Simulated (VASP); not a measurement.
The system is K2Br3.

```xyz
5
Lattice="4.9013 0.0000 0.0000 -2.4506 4.2446 0.0000 0.0000 0.0000 7.6256" Properties=species:S:1:pos:R:3 pbc="T T T"
K     0.0000    2.8298    1.8683
K     2.4506    1.4149    5.7573
Br    0.0000    0.0000    0.0000
Br    0.0000    2.8298    4.9185
Br    2.4506    1.4149    2.7071
```

```yaml
Program: VASP 6.6.1
Task: relaxation of cell and atoms
Functional: r2SCAN
Potentials_or_basis: VASP PAW PBE potentials, release 64 (K_sv, Br)
Cutoff: 550 eV
k_mesh: 6 × 6 × 2
Occupations: gaussian, width 0.1 eV
Spin: no spin polarisation
```

At the start: pressure 4.4 GPa; volume 31.73 Å³/atom.

How do energy, volume and symmetry change on relaxing?

Over 17 steps the energy falls by 124.2 meV/atom and the volume is 35.81 Å³/atom (+12.9 %); space group P-3m1 (No. 164, to 0.1 Å) before and after.

Step by step:
```
step  energy change (eV)  largest force (eV/Å)  pressure (GPa)  volume (Å³)
   1              0.0000                0.8134            4.37       158.64
   2             -0.3929                0.4116            1.11       179.33
   3             -0.4321                0.1242           -0.73       203.57
   4             -0.4525                0.2068           -0.24       195.06
   5             -0.4529                0.2218           -0.15       193.69
   6             -0.4613                0.2119           -0.14       192.85
   7             -0.4844                0.1840           -0.11       190.33
   8             -0.5213                0.1273            0.00       185.25
   9             -0.5585                0.1171            0.41       174.96
  10             -0.5738                0.1262            0.03       178.33
  11             -0.5778                0.1335           -0.30       181.62
  12             -0.5889                0.1281           -0.28       180.94
  13             -0.5941                0.1245           -0.21       180.10
  14             -0.6024                0.1056            0.10       176.58
  15             -0.6032                0.0973            0.25       175.11
  16             -0.6101                0.0792            0.19       176.09
  17             -0.6209                0.0259            0.05       179.05
```

Final structure:
```yaml
crystal:
  lattice:
    - [5.50962, 0.00000, 0.00000]
    - [-2.75481, 4.77147, 0.00000]
    - [0.00000, 0.00000, 6.81093]
  atoms:
    - { symbol: K, position: [0.33333, 0.66667, 0.20186] }
    - { symbol: K, position: [0.66667, 0.33333, 0.79814] }
    - { symbol: Br, position: [0.00000, 0.00000, 0.00000] }
    - { symbol: Br, position: [0.33333, 0.66667, 0.68749] }
    - { symbol: Br, position: [0.66667, 0.33333, 0.31251] }
```

Caveat: the k points lie up to 0.46 Å⁻¹ apart in the final cell, too coarse for converged energies and pressures of a metal; the PAW data sets were made with another functional, which shifts forces and pressure a little; an odd number of electrons without spin polarisation forces a metal; a magnetic or distorted state may lie lower.
